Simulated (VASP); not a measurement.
# Rb2Ag (P4/mmm) in VASP: notebook

Rb2Ag is run at these levels: PBE; tasks: single point, relaxation of cell and atoms.

Everything below comes from runs of VASP 6.6.1. Logs are shortened: lines on timing, memory, paths and dates and some standing lists are left out, and cuts for length are marked.

## (1) The cell of the first run

The structure is tetragonal, space group P4/mmm (No. 123). Conventional cell: a = 5.108 Å, b = 5.108 Å, c = 7.307 Å, α = 90.00°, β = 90.00°, γ = 90.00°. Within 4.7 Å of Rb (site symmetry 4/mmm) lie 4 Ag at 3.61 Å. Within 4.8 Å of Rb (site symmetry 4/mmm) lie 2 Ag at 3.65 Å. Ag (site symmetry 4/mmm) has 6 Rb at 3.61 to 3.65 Å within 4.7 Å.

## (2) Single point, PBE

File INCAR:

```
PREC     = Accurate       # precision mode
ENCUT    = 520            # plane-wave cutoff, eV
EDIFF    = 1E-6           # SCF threshold, eV
ISMEAR   = 0              # smearing method
SIGMA    = 0.1            # smearing width, eV
LREAL    = False          # projectors in reciprocal space
LASPH    = True           # aspherical terms in the spheres
NELM     = 100            # most SCF steps
ALGO     = Normal         # electronic algorithm
ISIF     = 2              # what is computed and relaxed
LWAVE    = False          # write WAVECAR
LCHARG   = False          # write CHGCAR
GGA      = PE             # functional
NBANDS   = 22             # bands
```

File KPOINTS:

```
Automatic mesh
0
Gamma
  10 10 6
```

File POSCAR:

```
Rb2Ag
1.0
    5.1080175436      0.0000000000      0.0000000000
    0.0000000000      5.1080175436      0.0000000000
    0.0000000000      0.0000000000      7.3072463831
Rb Ag
2 1
Direct
    0.5000000000      0.5000000000      0.0000000000
    0.0000000000      0.0000000000      0.5000000000
    0.0000000000      0.0000000000      0.0000000000
```

Potentials or basis: VASP PAW PBE potentials, release 64 (Rb_sv, Ag).

Command:

```sh
cat potpaw_PBE.64/Rb_sv/POTCAR potpaw_PBE.64/Ag/POTCAR > POTCAR
mpirun -np 1 vasp_std > vasp.out
```

OUTCAR:

```text
PREC = Accurate
   ENCUT = 520
   EDIFF = 1E-6
   ISMEAR = 0
   LREAL = False
   LASPH = True
   NELM = 100
   ISIF = 2
   GGA = PE

 ion  position               nearest neighbor table
   1  0.500  0.500  0.000-   3 3.61   3 3.61   3 3.61   3 3.61   2 5.14   2 5.14   2 5.14   2 5.14
                             2 5.14   2 5.14   2 5.14   2 5.14
   2  0.000  0.000  0.500-   3 3.65   3 3.65   1 5.14   1 5.14   1 5.14   1 5.14   1 5.14   1 5.14
                             1 5.14   1 5.14
   3  0.000  0.000  0.000-   1 3.61   1 3.61   1 3.61   1 3.61   2 3.65   2 3.65

  LATTYP: Found a simple tetragonal cell.
 ALAT       =     5.1080175436
 C/A-ratio  =     1.4305444961

  Lattice vectors:

 A1 = (   5.1080175436,   0.0000000000,   0.0000000000)
 A2 = (   0.0000000000,   5.1080175436,   0.0000000000)
 A3 = (   0.0000000000,   0.0000000000,   7.3072463831)

Analysis of symmetry for initial positions (statically):
=====================================================================
 Subroutine PRICEL returns:
 Original cell was already a primitive cell.

 Routine SETGRP: Setting up the symmetry group for a
 simple tetragonal supercell.

 Subroutine GETGRP returns: Found 16 space group operations
 (whereof 16 operations were pure point group operations)
 out of a pool of 16 trial point group operations.

The static configuration has the point symmetry D_4h.

Analysis of symmetry for dynamics (positions and initial velocities):
=====================================================================
 Subroutine PRICEL returns:
 Original cell was already a primitive cell.

 Routine SETGRP: Setting up the symmetry group for a
 simple tetragonal supercell.

 Subroutine GETGRP returns: Found 16 space group operations
 (whereof 16 operations were pure point group operations)
 out of a pool of 16 trial point group operations.

The dynamic configuration has the point symmetry D_4h.

 Subroutine INISYM returns: Found 16 space group operations
 (whereof 16 operations are pure point group operations),
 and found     1 'primitive' translations

----------------------------------------------------------------------------------------

                                     Primitive cell

  volume of cell :     190.6595

  direct lattice vectors                    reciprocal lattice vectors
     5.108017544  0.000000000  0.000000000     0.195770667  0.000000000  0.000000000
     0.000000000  5.108017544  0.000000000     0.000000000  0.195770667  0.000000000
     0.000000000  0.000000000  7.307246383     0.000000000  0.000000000  0.136850456

  length of vectors
     5.108017544  5.108017544  7.307246383     0.195770667  0.195770667  0.136850456

  position of ions in fractional coordinates (direct lattice)
     0.500000000  0.500000000  0.000000000
     0.000000000  0.000000000  0.500000000
     0.000000000  0.000000000  0.000000000

  ion indices of the primitive-cell ions
   primitive index   ion index
                 1           1
                 2           2
                 3           3

----------------------------------------------------------------------------------------

 KPOINTS: Automatic mesh

Automatic generation of k-mesh.
 Grid dimensions read from file:
 generate k-points for:   10   10    6

 Generating k-lattice:

  Cartesian coordinates                     Fractional coordinates (reciprocal lattice)
     0.019577067  0.000000000  0.000000000     0.100000000  0.000000000  0.000000000
     0.000000000  0.019577067  0.000000000     0.000000000  0.100000000  0.000000000
     0.000000000  0.000000000  0.022808409     0.000000000  0.000000000  0.166666667

  Length of vectors
     0.019577067  0.019577067  0.022808409

  Shift w.r.t. Gamma in fractional coordinates (k-lattice)
     0.000000000  0.000000000  0.000000000

 Subroutine IBZKPT returns following result:
 ===========================================

 Found     84 irreducible k-points:

 Following reciprocal coordinates:
            Coordinates               Weight
  0.000000  0.000000  0.000000      1.000000
  0.100000  0.000000  0.000000      4.000000
  0.200000  0.000000  0.000000      4.000000
  0.300000  0.000000  0.000000      4.000000
  0.400000  0.000000  0.000000      4.000000
  0.500000  0.000000  0.000000      2.000000
[... 16 lines left out ...]
  0.100000  0.000000  0.166667      8.000000
  0.200000  0.000000  0.166667      8.000000
 [... further k-points ...]
   k-points           NKPTS =     84   k-points in BZ     NKDIM =     84   number of bands    NBANDS=     22
   number of dos      NEDOS =    301   number of ions     NIONS =      3
   total plane-waves  NPLWV =  86400
   dimension x,y,z NGX =    40 NGY =   40 NGZ =   54
   dimension x,y,z NGXF=    80 NGYF=   80 NGZF=  108
   ions per type =               2   1
   NGX,Y,Z   is equivalent  to a cutoff of  13.02, 13.02, 12.29 a.u.
   NGXF,Y,Z  is equivalent  to a cutoff of  26.04, 26.04, 24.57 a.u.
 SYSTEM =  unknown system
   PREC   = accura    normal or accurate (medium, high low for compatibility)
   ISTART =      0    job   : 0-new  1-cont  2-samecut
   ICHARG =      2    charge: 1-file 2-atom 10-const
   ISPIN  =      1    spin polarized calculation?
   LNONCOLLINEAR =      F non collinear calculations
   LSORBIT =      F    spin-orbit coupling
   LASPH  =      T    aspherical Exc in radial PAW
   ENCUT  =  520.0 eV  38.22 Ry    6.18 a.u.   9.50  9.50 13.59*2*pi/ulx,y,z
   NELM   =    100;   NELMIN=  2; NELMDL= -5     # of ELM steps
   EDIFF  = 0.1E-05   stopping-criterion for ELM
   LREAL  =      F    real-space projection
   EDIFFG = 0.1E-04   stopping-criterion for IOM
   NSW    =      0    number of steps for IOM
   IBRION =     -1    ionic relax: 0-MD 1-quasi-New 2-CG
   NFREE  =      0    steps in history (QN), initial steepest desc. (CG)
   ISIF   =      2    stress and relaxation
   ISYM   =      2    0-nonsym 1-usesym 2-fastsym
   POTIM  = 0.5000    time-step for ionic-motion
   TEBEG  =    0.0;   TEEND  =   0.0 temperature during run
   PSTRESS=    0.0 pullay stress
   NELECT =      29.0000    total number of electrons
   NUPDOWN=      -1.0000    fix difference up-down
   EMIN   =  10.00;   EMAX   =-10.00  energy-range for DOS
   EFERMI =   0.00;   METHOD = LEGACY
   ISMEAR =     0;   SIGMA  =   0.10  broadening in eV -4-tet -1-fermi 0-gaus
   EFERMI_NEDOS =   21; number of points for ismear=-14 and -15
   IALGO  =     38    algorithm
   IMIX   =      4    mixing-type and parameters
     AMIX     =   0.40;   BMIX     =  1.00
     AMIX_MAG =   1.60;   BMIX_MAG =  1.00
  volume/ion in A,a.u.               =      63.55       428.88
  Fermi-wavevector in a.u.,A,eV,Ry     =   0.873886  1.651405 10.390447  0.763676
  Thomas-Fermi vector in A             =   1.993339
   LORBIT       =      0    0 simple, 1 ext, 2 COOP (PROOUT), +10 PAW based schemes
   GGA     = PE    functional components
   LHFCALC =     F    Hartree Fock is set to
   AEXX    =    0.0000 exact exchange contribution
   IVDW    =     0    specifies the selected vdW correction
   LEPSILON=     F    determine dielectric tensor
   LRPA    =     F    only Hartree local field effects (RPA)
 non-spin polarized calculation
 Gauss-broadening in eV      SIGMA  =   0.10
  energy-cutoff  :      520.00
  volume of cell :      190.66
 maximum number of plane-waves:      5175
 NGX is ok and might be reduce to    40
   NGX = 19   NGY = 19   NGZ = 27

 number of electron      28.9999995 magnetization

 Free energy of the ion-electron system (eV)
  ---------------------------------------------------
  ext. energy  EPLUGINS =         0.00000000
  ---------------------------------------------------
  free energy    TOTEN  =        -4.30368133 eV

  energy without entropy =       -4.29117255  energy(sigma->0) =       -4.29742694

 E-fermi :   0.6536     XC(G=0):  -6.1505

 val. band max:        0.6291069569   @ k =   0.5000   0.0000   0.5000
 cond. band min:       0.6623022247   @ k =   0.3000   0.3000   0.5000
 fundamental gap:      0.0331952677
 Fermi energy:         0.6536305590

 k-point     1 :       0.0000    0.0000    0.0000
  band No.  band energies     occupation
      1     -28.0839      2.00000
      2     -27.6632      2.00000
      3     -12.1868      2.00000
      4     -12.1868      2.00000
      5     -12.1288      2.00000
      6     -11.8217      2.00000
[... 14 lines left out ...]
     21       4.5891      0.00000
     22       4.5891      0.00000

 k-point     2 :       0.1000    0.0000    0.0000
  band No.  band energies     occupation
      1     -28.0838      2.00000
      2     -27.6631      2.00000
      3     -12.1910      2.00000
      4     -12.1864      2.00000
      5     -12.1279      2.00000
      6     -11.8218      2.00000
[... 14 lines left out ...]
     21       4.6298      0.00000
     22       4.6432      0.00000

 k-point     3 :       0.2000    0.0000    0.0000
  band No.  band energies     occupation
      1     -28.0836      2.00000
      2     -27.6628      2.00000
      3     -12.2021      2.00000
      4     -12.1853      2.00000
      5     -12.1255      2.00000
      6     -11.8221      2.00000
[... 14 lines left out ...]
     21       4.5833      0.00000
     22       4.7510      0.00000

 k-point     4 :       0.3000    0.0000    0.0000
  band No.  band energies     occupation
      1     -28.0832      2.00000
      2     -27.6624      2.00000
      3     -12.2157      2.00000
      4     -12.1840      2.00000
      5     -12.1225      2.00000
      6     -11.8224      2.00000
[... 14 lines left out ...]
     21       4.7182      0.00000
     22       4.8211      0.00000

 k-point     5 :       0.4000    0.0000    0.0000
  band No.  band energies     occupation
      1     -28.0830      2.00000
      2     -27.6621      2.00000
      3     -12.2267      2.00000
      4     -12.1830      2.00000
      5     -12.1201      2.00000
      6     -11.8227      2.00000
[... 417 lines left out ...]
 k-point    22 :       0.0000    0.0000    0.1667
  band No.  band energies     occupation
      1     -28.0839      2.00000
      2     -27.6632      2.00000
      3     -12.1867      2.00000
      4     -12.1867      2.00000
      5     -12.1292      2.00000
      6     -11.8233      2.00000
[... 14 lines left out ...]
     21       4.6934      0.00000
     22       4.6934      0.00000

 k-point    23 :       0.1000    0.0000    0.1667
  band No.  band energies     occupation
      1     -28.0838      2.00000
      2     -27.6631      2.00000
      3     -12.1910      2.00000
      4     -12.1863      2.00000
      5     -12.1284      2.00000
      6     -11.8232      2.00000
[... 14 lines left out ...]
     21       4.5704      0.00000
     22       4.6978      0.00000

 k-point    24 :       0.2000    0.0000    0.1667
  band No.  band energies     occupation
      1     -28.0836      2.00000
      2     -27.6628      2.00000
      3     -12.2023      2.00000
      4     -12.1853      2.00000
      5     -12.1266      2.00000
      6     -11.8229      2.00000
[... 14 lines left out ...]
     21       4.6177      0.00000
     22       4.6985      0.00000

 [... further k-points ...]
[... 5 lines left out ...]
  --------------------------------------------------------------------------------------
  -------------------------------------------------------------------------------------
  Total       -0.0080109     -0.0080109      0.0141111      0.0000000      0.0000000     -0.0000000
  in kB       -0.0673184     -0.0673184      0.1185803      0.0000000      0.0000000     -0.0000000
  external PRESSURE =      -0.0053522 kB  Pullay stress =       0.0000000 kB

 VOLUME and BASIS-vectors are now :
 -----------------------------------------------------------------------------
  energy-cutoff  :      520.00
  volume of cell :      190.66
      direct lattice vectors                 reciprocal lattice vectors
     5.108017544  0.000000000  0.000000000     0.195770667  0.000000000  0.000000000
     0.000000000  5.108017544  0.000000000     0.000000000  0.195770667  0.000000000
     0.000000000  0.000000000  7.307246383     0.000000000  0.000000000  0.136850456

 POSITION                                       TOTAL-FORCE (eV/Angst)
 -----------------------------------------------------------------------------------
      2.55401      2.55401      0.00000         0.000000      0.000000      0.000000
      0.00000      0.00000      3.65362         0.000000      0.000000      0.000000
      0.00000      0.00000      0.00000         0.000000      0.000000      0.000000
 -----------------------------------------------------------------------------------
    total drift:                               -0.000000     -0.000000     -0.000000

  FREE ENERGIE OF THE ION-ELECTRON SYSTEM (eV)
  ---------------------------------------------------
  free  energy   TOTEN  =        -4.3036813344 eV

  energy  without entropy=       -4.2911725486  energy(sigma->0) =       -4.29742694
```

Run time: 2.2 min. Hardware: 1 thread of Intel Xeon 6975P-C (Granite Rapids), shared host; peak memory 0.5 GiB.

What came out:

```yaml
Free_energy: -4.3037 eV
Pressure: 0.0 GPa
```

## (3) Single point, PBE

File INCAR:

```
SYSTEM = Rb2Ag
  PREC = Accurate
  ENCUT = 520
  EDIFF = 1E-7
  ISMEAR = 0
  SIGMA = 0.1
  LREAL = .FALSE.
  LASPH = .TRUE.
  NELM = 100
  ALGO = Normal
  ISIF = 2
  LWAVE = .FALSE.
  LCHARG = .TRUE.
  GGA = PE
  LELF = .TRUE.
  LVHAR = .TRUE.
  NBANDS = 22
```

File KPOINTS:

```
regular mesh
0
G
  10 10 6
  0 0 0
```

POSCAR is that of step 2.

Potentials or basis: VASP PAW PBE potentials, release 64 (Rb_sv, Ag).

Command:

```sh
cat potpaw_PBE.64/Rb_sv/POTCAR potpaw_PBE.64/Ag/POTCAR > POTCAR
mpirun -np 1 vasp_std > vasp.out
```

OUTCAR:

```text
SYSTEM = Rb2Ag
   PREC = Accurate
   ENCUT = 520
   EDIFF = 1E-7
   ISMEAR = 0
   LREAL = .FALSE.
   LASPH = .TRUE.
   NELM = 100
   ISIF = 2
   GGA = PE

 ion  position               nearest neighbor table
   1  0.500  0.500  0.000-   3 3.61   3 3.61   3 3.61   3 3.61   2 5.14   2 5.14   2 5.14   2 5.14
                             2 5.14   2 5.14   2 5.14   2 5.14
   2  0.000  0.000  0.500-   3 3.65   3 3.65   1 5.14   1 5.14   1 5.14   1 5.14   1 5.14   1 5.14
                             1 5.14   1 5.14
   3  0.000  0.000  0.000-   1 3.61   1 3.61   1 3.61   1 3.61   2 3.65   2 3.65

  LATTYP: Found a simple tetragonal cell.
 ALAT       =     5.1080175436
[... 792 lines left out ...]
 [... further k-points ...]
[... 5 lines left out ...]
  --------------------------------------------------------------------------------------
  -------------------------------------------------------------------------------------
  Total       -0.0091866     -0.0091866      0.0130101      0.0000000      0.0000000      0.0000000
  in kB       -0.0771978     -0.0771978      0.1093286      0.0000000      0.0000000      0.0000000
  external PRESSURE =      -0.0150224 kB  Pullay stress =       0.0000000 kB

 VOLUME and BASIS-vectors are now :
 -----------------------------------------------------------------------------
  energy-cutoff  :      520.00
  volume of cell :      190.66
      direct lattice vectors                 reciprocal lattice vectors
     5.108017544  0.000000000  0.000000000     0.195770667  0.000000000  0.000000000
     0.000000000  5.108017544  0.000000000     0.000000000  0.195770667  0.000000000
     0.000000000  0.000000000  7.307246383     0.000000000  0.000000000  0.136850456

 POSITION                                       TOTAL-FORCE (eV/Angst)
 -----------------------------------------------------------------------------------
      2.55401      2.55401      0.00000         0.000000      0.000000      0.000000
      0.00000      0.00000      3.65362         0.000000      0.000000      0.000000
      0.00000      0.00000      0.00000         0.000000      0.000000      0.000000
 -----------------------------------------------------------------------------------
    total drift:                               -0.000000     -0.000000     -0.000000

  FREE ENERGIE OF THE ION-ELECTRON SYSTEM (eV)
  ---------------------------------------------------
  free  energy   TOTEN  =        -4.3036813340 eV

  energy  without entropy=       -4.2911725980  energy(sigma->0) =       -4.29742697
```

Wall time 2.4 min (1 thread of Intel Xeon 6975P-C (Granite Rapids), shared host); peak memory 0.5 GiB.

Results:

| Quantity | Value |
| --- | --- |
| Free energy | -4.3037 eV |
| Pressure | 0.0 GPa |

## (4) Relaxation of cell and atoms, PBE

This run uses another cell than the first one, of 62.87 Å³/atom, 0.989 times its volume.

File INCAR:

```
PREC     = Accurate       # precision mode
ENCUT    = 600            # plane-wave cutoff, eV
EDIFF    = 1E-6           # SCF threshold, eV
ISMEAR   = 0              # smearing method
SIGMA    = 0.1            # smearing width, eV
LREAL    = F              # projectors in reciprocal space
LASPH    = T              # aspherical terms in the spheres
NELM     = 100            # most SCF steps
ALGO     = Normal         # electronic algorithm
ISIF     = 3              # what is computed and relaxed
LWAVE    = F              # write WAVECAR
LCHARG   = F              # write CHGCAR
GGA      = PE             # functional
IBRION   = 2              # ionic algorithm
NSW      = 100            # ionic steps
EDIFFG   = -0.01          # ionic threshold
```

File KPOINTS:

```
regular mesh
0
Gamma
  10 10 6
```

File POSCAR:

```
Rb2Ag
1.0
    5.0900635941      0.0000000000      0.0000000000
    0.0000000000      5.0900635941      0.0000000000
    0.0000000000      0.0000000000      7.2792371411
Rb Ag
2 1
Direct
    0.5000000000      0.5000000000      0.0000000000
    0.0000000000      0.0000000000      0.5000000000
    0.0000000000      0.0000000000      0.0000000000
```

Command:

```sh
cat potpaw_PBE.64/Rb_sv/POTCAR potpaw_PBE.64/Ag/POTCAR > POTCAR
mpirun -np 1 vasp_std > vasp.out
```

Wall time 4.9 min (1 thread of Intel Xeon 6975P-C (Granite Rapids), shared host); peak memory 0.58 GiB.

Results (log left out):

* Free energy: -4.3033 eV
* Relaxed volume: 63.63 Å³/atom
* Relaxed cell: a = 5.108 Å, b = 5.108 Å, c = 7.316 Å, α = 90.00°, β = 90.00°, γ = 90.00°
* Space group after relaxing (to 0.05 Å): P4/mmm (No. 123)
* Energy gained by relaxing: 0.1 meV/atom
* Ionic steps: 3
* Pressure after relaxing: 0.0 GPa

Step by step:
| step | energy change (eV) | largest force (eV/Å) | pressure (GPa) | volume (Å³) |
| --- | --- | --- | --- | --- |
| 1 | 0.0000 | 0.0000 | 0.06 | 188.60 |
| 2 | -0.0002 | 0.0000 | 0.04 | 189.20 |
| 3 | -0.0004 | 0.0000 | -0.01 | 190.89 |

Final structure:
```
Rb Ag
1.0
     5.10795    0.00000    0.00000
     0.00000    5.10795    0.00000
     0.00000    0.00000    7.31611
Rb Ag
2 1
Direct
  0.50000 0.50000 0.00000
  0.00000 0.00000 0.50000
  0.00000 0.00000 0.00000
```

Levels at points of the mesh, in eV from the Fermi level:
```tsv
k point	band 11	band 12	band 13	band 14	band 15	band 16	band 17	band 18
(0.00, 0.00, 0.00)	-4.16	-4.11	-4.11	-2.96	-0.10	0.98	2.25	3.46
(0.50, 0.00, 0.00)	-4.11	-4.10	-4.10	-1.86	-0.41	1.40	1.49	1.81
(0.50, 0.50, 0.00)	-4.14	-4.14	-4.06	-1.69	0.87	1.04	1.04	2.26
(0.00, 0.00, 0.50)	-4.15	-4.10	-4.10	-2.58	-1.07	2.19	2.60	2.74
(0.50, 0.00, 0.50)	-4.10	-4.10	-4.09	-1.51	-0.18	-0.02	0.86	2.45
(0.50, 0.50, 0.50)	-4.13	-4.11	-4.06	-1.42	1.07	1.07	1.31	1.48
```
